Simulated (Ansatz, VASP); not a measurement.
Fe: VASP beside Ansatz

```xyz
2
Lattice="2.5538 0.0000 0.0000 -1.2769 2.2116 0.0000 0.0000 0.0000 4.1703" Properties=species:S:1:pos:R:3 pbc="T T T"
Fe    0.0000    1.4744    1.0426
Fe    1.2769    0.7372    3.1277
```

Alike in both runs: task relaxation of cell and atoms; functional LDA; k mesh 14 × 14 × 8; occupations fermi-dirac, width 0.1 eV; no spin polarisation.

```csv
,VASP,Ansatz
version,VASP 6.6.1,Ansatz 0.2.0
potentials or method,"VASP PAW LDA potentials, release 64 (Fe), cutoff 600 eV","plane waves (420 eV) with PAW, scalar-relativistic"
valence electrons in the cell,16,32
```

|  | VASP | Ansatz | Ansatz less VASP |
| --- | --- | --- | --- |
| relaxed volume (Å³/atom) | 9.55 | 9.56 | +0.009 |
| relaxed length of the cell vector where the two differ most in proportion (Å) | 3.803 | 3.806 | +0.0023 |

Ansatz warns that its potentials were made for another functional, while VASP's fit it. LDA's correlation is that of Perdew and Zunger in VASP and of Perdew and Wang (1992) in Ansatz. VASP's potentials hold 16 valence electrons a cell and Ansatz's 32, so a difference there can come from the potentials and not from the codes.

Noted on VASP's run: the volume moved by over 15 % at a fixed basis, so the end points are rough.
